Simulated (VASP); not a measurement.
# TiNi (Pm-3m) in VASP: further runs

Runs on TiNi. Level: r2SCAN. Tasks: electric field gradients.

All numbers are computed with VASP 6.6.1; they aren't measurements. Logs are shortened: lines on timing, memory, paths and dates and some standing lists are left out, and cuts for length are marked.

### Step 1. The cell of the first run

It takes space group Pm-3m (No. 221, cubic). Conventional cell: a = 2.988 Å, b = 2.988 Å, c = 2.988 Å, α = 90.00°, β = 90.00°, γ = 90.00°. Within 3.4 Å of Ti (site symmetry m-3m) lie 8 Ni at 2.59 Å and 6 Ti at 2.99 Å. Ni (site symmetry m-3m) has 8 Ti at 2.59 Å and 6 Ni at 2.99 Å within 3.4 Å.

### Step 2. Electric field gradients, r2SCAN

File POSCAR:

```
TiNi
1.0
    2.9880661300      0.0000000000      0.0000000000
    0.0000000000      2.9880661300      0.0000000000
    0.0000000000      0.0000000000      2.9880661300
Ti Ni
1 1
Direct
    0.5000000000      0.5000000000      0.5000000000
    0.0000000000      0.0000000000      0.0000000000
```

File INCAR.step1:

```
SYSTEM = TiNi
  PREC = Accurate
  ENCUT = 520
  ISMEAR = -1
  SIGMA = 0.05
  LREAL = .False.
  LASPH = .True.
  NELM = 60
  NBANDS = 18
  GGA = PE
  ALGO = Normal
  EDIFF = 1E-4
  LWAVE = .True.
  LCHARG = .False.
```

File INCAR.step2:

```
SYSTEM = TiNi
  PREC = Accurate
  ENCUT = 520
  EDIFF = 1E-8
  ISMEAR = -1
  SIGMA = 0.05
  LREAL = .False.
  LASPH = .True.
  NELM = 60
  ALGO = Normal
  ISIF = 2
  LWAVE = .False.
  LCHARG = .False.
  METAGGA = R2SCAN
  LMIXTAU = .True.
  LEFG = .True.
  NBANDS = 18
  ISTART = 1
```

File KPOINTS:

```
regular mesh
0
Gamma
  14 14 14
  0 0 0
```

Potentials or basis: VASP PAW PBE potentials, release 64 (Ti_sv, Ni).

Run with:

```console
$ cat potpaw_PBE.64/Ti_sv/POTCAR potpaw_PBE.64/Ni/POTCAR > POTCAR
$ cp INCAR.step1 INCAR
$ mpirun -np 1 vasp_std > vasp.out
$ cp INCAR.step2 INCAR
$ mpirun -np 1 vasp_std > vasp.out
```

OUTCAR:

```text
SYSTEM = TiNi
   PREC = Accurate
   ENCUT = 520
   EDIFF = 1E-8
   ISMEAR = -1
   LREAL = .False.
   LASPH = .True.
   NELM = 60
   ISIF = 2
   METAGGA = R2SCAN
   ISTART = 1

 ion  position               nearest neighbor table
   1  0.500  0.500  0.500-   2 2.59   2 2.59   2 2.59   2 2.59   2 2.59   2 2.59   2 2.59   2 2.59

   2  0.000  0.000  0.000-   1 2.59   1 2.59   1 2.59   1 2.59   1 2.59   1 2.59   1 2.59   1 2.59

  LATTYP: Found a simple cubic cell.
 ALAT       =     2.9880661300

  Lattice vectors:

 A1 = (   2.9880661300,   0.0000000000,   0.0000000000)
 A2 = (   0.0000000000,   2.9880661300,   0.0000000000)
 A3 = (   0.0000000000,   0.0000000000,   2.9880661300)

Analysis of symmetry for initial positions (statically):
=====================================================================
 Subroutine PRICEL returns:
 Original cell was already a primitive cell.

 Routine SETGRP: Setting up the symmetry group for a
 simple cubic supercell.

 Subroutine GETGRP returns: Found 48 space group operations
 (whereof 48 operations were pure point group operations)
 out of a pool of 48 trial point group operations.

The static configuration has the point symmetry O_h .

Analysis of symmetry for dynamics (positions and initial velocities):
=====================================================================
 Subroutine PRICEL returns:
 Original cell was already a primitive cell.

 Routine SETGRP: Setting up the symmetry group for a
 simple cubic supercell.

 Subroutine GETGRP returns: Found 48 space group operations
 (whereof 48 operations were pure point group operations)
 out of a pool of 48 trial point group operations.

The dynamic configuration has the point symmetry O_h .

 Subroutine INISYM returns: Found 48 space group operations
 (whereof 48 operations are pure point group operations),
 and found     1 'primitive' translations

----------------------------------------------------------------------------------------

                                     Primitive cell

  volume of cell :      26.6791

  direct lattice vectors                    reciprocal lattice vectors
     2.988066130  0.000000000  0.000000000     0.334664615  0.000000000  0.000000000
     0.000000000  2.988066130  0.000000000     0.000000000  0.334664615  0.000000000
     0.000000000  0.000000000  2.988066130     0.000000000  0.000000000  0.334664615

  length of vectors
     2.988066130  2.988066130  2.988066130     0.334664615  0.334664615  0.334664615

  position of ions in fractional coordinates (direct lattice)
     0.500000000  0.500000000  0.500000000
     0.000000000  0.000000000  0.000000000

  ion indices of the primitive-cell ions
   primitive index   ion index
                 1           1
                 2           2

----------------------------------------------------------------------------------------

 KPOINTS: regular mesh

Automatic generation of k-mesh.
 Grid dimensions read from file:
 generate k-points for:   14   14   14

 Generating k-lattice:

  Cartesian coordinates                     Fractional coordinates (reciprocal lattice)
     0.023904615  0.000000000  0.000000000     0.071428571  0.000000000  0.000000000
     0.000000000  0.023904615  0.000000000     0.000000000  0.071428571  0.000000000
     0.000000000  0.000000000  0.023904615     0.000000000  0.000000000  0.071428571

  Length of vectors
     0.023904615  0.023904615  0.023904615

  Shift w.r.t. Gamma in fractional coordinates (k-lattice)
     0.000000000  0.000000000  0.000000000

 Subroutine IBZKPT returns following result:
 ===========================================

 Found    120 irreducible k-points:

 Following reciprocal coordinates:
            Coordinates               Weight
  0.000000  0.000000  0.000000      1.000000
  0.071429  0.000000  0.000000      6.000000
  0.142857  0.000000  0.000000      6.000000
  0.214286  0.000000  0.000000      6.000000
  0.285714  0.000000  0.000000      6.000000
  0.357143  0.000000  0.000000      6.000000
[... 16 lines left out ...]
  0.285714  0.214286  0.000000     24.000000
  0.357143  0.214286  0.000000     24.000000
 [... further k-points ...]
   k-points           NKPTS =    120   k-points in BZ     NKDIM =    120   number of bands    NBANDS=     18
   number of dos      NEDOS =    301   number of ions     NIONS =      2
   total plane-waves  NPLWV =  13824
   dimension x,y,z NGX =    24 NGY =   24 NGZ =   24
   dimension x,y,z NGXF=    48 NGYF=   48 NGZF=   48
   ions per type =               1   1
   NGX,Y,Z   is equivalent  to a cutoff of  13.35, 13.35, 13.35 a.u.
   NGXF,Y,Z  is equivalent  to a cutoff of  26.71, 26.71, 26.71 a.u.
 SYSTEM =  TiNi
   PREC   = accura    normal or accurate (medium, high low for compatibility)
   ISTART =      1    job   : 0-new  1-cont  2-samecut
   ICHARG =      0    charge: 1-file 2-atom 10-const
   ISPIN  =      1    spin polarized calculation?
   LNONCOLLINEAR =      F non collinear calculations
   LSORBIT =      F    spin-orbit coupling
   LASPH  =      T    aspherical Exc in radial PAW
   ENCUT  =  520.0 eV  38.22 Ry    6.18 a.u.   5.56  5.56  5.56*2*pi/ulx,y,z
   NELM   =     60;   NELMIN=  2; NELMDL=  0     # of ELM steps
   EDIFF  = 0.1E-07   stopping-criterion for ELM
   LREAL  =      F    real-space projection
   EDIFFG = 0.1E-06   stopping-criterion for IOM
   NSW    =      0    number of steps for IOM
   IBRION =     -1    ionic relax: 0-MD 1-quasi-New 2-CG
   NFREE  =      0    steps in history (QN), initial steepest desc. (CG)
   ISIF   =      2    stress and relaxation
   ISYM   =      2    0-nonsym 1-usesym 2-fastsym
   POTIM  = 0.5000    time-step for ionic-motion
   TEBEG  =    0.0;   TEEND  =   0.0 temperature during run
   PSTRESS=    0.0 pullay stress
   NELECT =      22.0000    total number of electrons
   NUPDOWN=      -1.0000    fix difference up-down
   EMIN   =  10.00;   EMAX   =-10.00  energy-range for DOS
   EFERMI =   0.00;   METHOD = LEGACY
   ISMEAR =    -1;   SIGMA  =   0.05  broadening in eV -4-tet -1-fermi 0-gaus
   EFERMI_NEDOS =   21; number of points for ismear=-14 and -15
   IALGO  =     38    algorithm
   IMIX   =      4    mixing-type and parameters
     AMIX     =   0.40;   BMIX     =  1.00
     AMIX_MAG =   1.60;   BMIX_MAG =  1.00
  volume/ion in A,a.u.               =      13.34        90.02
  Fermi-wavevector in a.u.,A,eV,Ry     =   1.535178  2.901067 32.065840  2.356773
  Thomas-Fermi vector in A             =   2.642003
   LORBIT       =      0    0 simple, 1 ext, 2 COOP (PROOUT), +10 PAW based schemes
   METAGGA = R2SCAN    functional components
   LHFCALC =     F    Hartree Fock is set to
   AEXX    =    0.0000 exact exchange contribution
   IVDW    =     0    specifies the selected vdW correction
   LEPSILON=     F    determine dielectric tensor
   LRPA    =     F    only Hartree local field effects (RPA)
 non-spin polarized calculation
  energy-cutoff  :      520.00
  volume of cell :       26.68
 maximum number of plane-waves:       739
 NGX is ok and might be reduce to    24
   NGX = 11   NGY = 11   NGZ = 11

 number of electron      21.9999986 magnetization

 Free energy of the ion-electron system (eV)
  ---------------------------------------------------
  ext. energy  EPLUGINS =         0.00000000
  ---------------------------------------------------
  free energy    TOTEN  =       -25.58303571 eV

  energy without entropy =      -25.56231596  energy(sigma->0) =      -25.57267584

 E-fermi :   9.5951     XC(G=0): -13.5577

 val. band max:        9.5771664521   @ k =   0.5000   0.4286   0.0000
 cond. band min:       9.5999419241   @ k =   0.3571   0.0000   0.0000
 fundamental gap:      0.0227754720
 Fermi energy:         9.5950560629

 k-point     1 :       0.0000    0.0000    0.0000
  band No.  band energies     occupation
      1     -50.0160      2.00000
      2     -25.0632      2.00000
      3     -25.0632      2.00000
      4     -25.0632      2.00000
      5       1.3232      2.00000
      6       5.5334      2.00000
[... 10 lines left out ...]
     17      18.6527      0.00000
     18      18.6527      0.00000
[... 463 lines left out ...]
 k-point    24 :       0.3571    0.2143    0.0000
  band No.  band energies     occupation
      1     -49.9778      2.00000
      2     -25.2956      2.00000
      3     -25.1560      2.00000
      4     -25.0329      2.00000
      5       4.2089      2.00000
      6       6.0188      2.00000
[... 10 lines left out ...]
     17      19.1249      0.00000
     18      23.4273      0.00000

 [... further k-points ...]

------------------------ aborting loop because EDIFF is reached ----------------------------------------

  FORCE on cell =-STRESS in cart. coord.  units (eV):
  Direction    XX          YY          ZZ          XY          YZ          ZX
  --------------------------------------------------------------------------------------
  -------------------------------------------------------------------------------------
  Total        0.1051001      0.1051001      0.1051001     -0.0000000      0.0000000     -0.0000000
  in kB        6.3116514      6.3116514      6.3116514     -0.0000000      0.0000000     -0.0000000
  external PRESSURE =       6.3116514 kB  Pullay stress =       0.0000000 kB

 VOLUME and BASIS-vectors are now :
 -----------------------------------------------------------------------------
  energy-cutoff  :      520.00
  volume of cell :       26.68
      direct lattice vectors                 reciprocal lattice vectors
     2.988066130  0.000000000  0.000000000     0.334664615  0.000000000  0.000000000
     0.000000000  2.988066130  0.000000000     0.000000000  0.334664615  0.000000000
     0.000000000  0.000000000  2.988066130     0.000000000  0.000000000  0.334664615

 POSITION                                       TOTAL-FORCE (eV/Angst)
 -----------------------------------------------------------------------------------
      1.49403      1.49403      1.49403         0.000000      0.000000      0.000000
      0.00000      0.00000      0.00000         0.000000      0.000000      0.000000
 -----------------------------------------------------------------------------------
    total drift:                                0.000000      0.000000     -0.000000

  FREE ENERGIE OF THE ION-ELECTRON SYSTEM (eV)
  ---------------------------------------------------
  free  energy   TOTEN  =       -25.5830357089 eV

  energy  without entropy=      -25.5623159637  energy(sigma->0) =      -25.57267584

 Electric field gradients (V/A^2)
---------------------------------------------------------------------
 ion       V_xx      V_yy      V_zz      V_xy      V_xz      V_yz
---------------------------------------------------------------------
   1       0.000     0.000    -0.000     0.000    -0.000     0.000
   2      -0.000    -0.000     0.000     0.000     0.000    -0.000
---------------------------------------------------------------------

 Electric field gradients after diagonalization (V/A^2)
 (convention: |V_zz| > |V_xx| > |V_yy|)
----------------------------------------------------------------------
 ion       V_xx      V_yy      V_zz     asymmetry (V_yy - V_xx)/ V_zz
----------------------------------------------------------------------
   1       0.000     0.000    -0.000       0.881
   2      -0.000     0.000    -0.000      -0.362
----------------------------------------------------------------------

           NMR quadrupolar parameters

 Cq : quadrupolar parameter    Cq=e*Q*V_zz/h
 eta: asymmetry parameters     (V_yy - V_xx)/ V_zz
 Q  : nuclear electric quadrupole moment in mb (millibarn)
----------------------------------------------------------------------
 ion       Cq(MHz)       eta       Q (mb)
----------------------------------------------------------------------
   1      -0.000       0.881       1.000
   2      -0.000      -0.362       1.000
----------------------------------------------------------------------
```

Wall time 3 min (1 thread of Intel Xeon Platinum 8259CL at 2.50GHz (Skylake/Cascade Lake), shared host); peak memory 0.19 GiB.

Results:

| Quantity | Value |
| --- | --- |
| Free energy | -25.5830 eV |
| Pressure | 0.6 GPa |
| Band gap on the k mesh | zero (bands 11 and 12 overlap by 1.84 eV) |
| Largest electric field gradient by atom | under 0.05 V/Å² on every atom |

Caveat: the PAW data sets were made with another functional, which shifts forces and pressure a little. Spin polarisation is off, so any magnetic state and its effect on volume and gap are missing.

[end of part 1 of 2]

The gap in the log of VASP goes by the Fermi energy; the results here count the filled bands.